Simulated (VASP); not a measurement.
A run of VASP 6.6.1 is set up as follows.

INCAR

```
PREC = Accurate ; ENCUT = 600
EDIFF = 1E-6 ; ISMEAR = 0
SIGMA = 0.1 ; LREAL = False
LASPH = True ; NELM = 100
ALGO = Normal ; ISIF = 3
LWAVE = False ; LCHARG = False
GGA = PE ; IBRION = 2
NSW = 90 ; EDIFFG = -0.04
```

Contents of KPOINTS:

```
Automatic mesh
0
Gamma
  4 4 6
```

Contents of POSCAR:

```
BaAl2B4
1.0
    2.3016181161     -7.2666739071      0.0000000000
    2.3016181161      7.2666739071      0.0000000000
    0.0000000000      0.0000000000      3.1331224345
Ba Al B
1 2 4
Direct
    0.0000000000      0.0000000000      0.0000000000
    0.6702661463      0.3297338537      0.5000000000
    0.3297338537      0.6702661463      0.5000000000
    0.8264421696      0.1735578304      0.5000000000
    0.1735578304      0.8264421696      0.5000000000
    0.7886121898      0.2113878102      0.0000000000
    0.2113878102      0.7886121898      0.0000000000
```

Potentials or basis: VASP PAW PBE potentials, release 64 (Ba_sv, Al, B).

The run is started by

```sh
$ cat potpaw_PBE.64/Ba_sv/POTCAR potpaw_PBE.64/Al/POTCAR potpaw_PBE.64/B/POTCAR > POTCAR
$ mpirun -np 1 vasp_std > vasp.out
```

Predict the space group after relaxing (to 0.1 Å).

Cmmm (No. 65).

What does it give for the relaxed cell?

a = 7.791 Å, b = 7.791 Å, c = 3.147 Å, α = 90.00°, β = 90.00°, γ = 146.40°.

Estimate the relaxed volume.

15.10 Å³/atom.

Estimate the band gap on the k mesh.

zero (bands 14 and 15 overlap by 2.25 eV).

Step by step:
```
step  energy change (eV)  largest force (eV/Å)  pressure (GPa)  volume (Å³)
   1              0.0000                0.3362            0.74       104.80
   2             -0.0340                0.1723           -0.48       105.85
   3             -0.0377                0.1174           -0.99       106.33
   4             -0.0429                0.0899            0.40       105.08
   5             -0.0437                0.0971            0.03       105.41
   6             -0.0448                0.0622            0.09       105.34
   7             -0.0452                0.0782            0.16       105.27
   8             -0.0459                0.0706            0.14       105.31
   9             -0.0474                0.0477            0.09       105.44
  10             -0.0482                0.0201            0.02       105.71
```

Caveat: spin-orbit coupling is left out, which moves the levels of the heavy elements.
